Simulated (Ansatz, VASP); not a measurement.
**Mo: VASP beside Ansatz**

File INCAR:

```
ALGO = Normal
EDIFF = 1E-6
ENCUT = 520
ISIF = 2
ISMEAR = -1
LASPH = True
LCHARG = False
LREAL = False
LWAVE = False
NBANDS = 13
NELM = 60
PREC = Accurate
SIGMA = 0.1
```

The input KPOINTS:

```
k-points
0
Gamma
  19 19 19
```

Contents of POSCAR:

```
Mo
1.0
   -1.2745800382      1.2745800382      1.2745800382
    1.2745800382     -1.2745800382      1.2745800382
    1.2745800382      1.2745800382     -1.2745800382
Mo
1
Direct
    0.0000000000      0.0000000000      0.0000000000
```

Input for Ansatz:

```yaml
crystal:
  lattice:
    - [-1.2745800382, 1.2745800382, 1.2745800382]
    - [1.2745800382, -1.2745800382, 1.2745800382]
    - [1.2745800382, 1.2745800382, -1.2745800382]
  atoms:
    - { symbol: Mo, position: [0.0, 0.0, 0.0] }
kpoints:
  mp_grid: { grid: [19, 19, 19] }
scf:
  occupations: { method: fermi_dirac, width: 0.1 }
hamiltonian:
  xc: lda
  pseudopotentials: { kind: all_electron, lapw: { basis_error: 0.001 } }
output:
  forces: true
  stress: true
  eigenvalues: true
  populations: true
```

Change from the starting cell: volume scaled by 0.55, LAPW.

Alike in both runs: task single point; functional LDA; k mesh 19 × 19 × 19; occupations fermi-dirac, width 0.1 eV; no spin polarisation.

```csv
,VASP,Ansatz
version,VASP 6.6.1,Ansatz 0.2.0
potentials or method,"VASP PAW LDA potentials, release 64 (Mo_sv), cutoff 520 eV","all-electron LAPW, scalar-relativistic"
```

Ansatz gave:

| Item | Value |
| --- | --- |
| pressure (GPa) | 556.9 |

Question: Which values does VASP return?

Answer: Pressure (GPa): 568.3.

LDA's correlation is that of Perdew and Zunger in VASP and of Perdew and Wang (1992) in Ansatz. Both programs put the cell under a high pressure, so it lies far from rest at this level. Ansatz ran all-electron here, and VASP with PAW potentials.

Noted on VASP's run: the cell as given lies far from equilibrium.
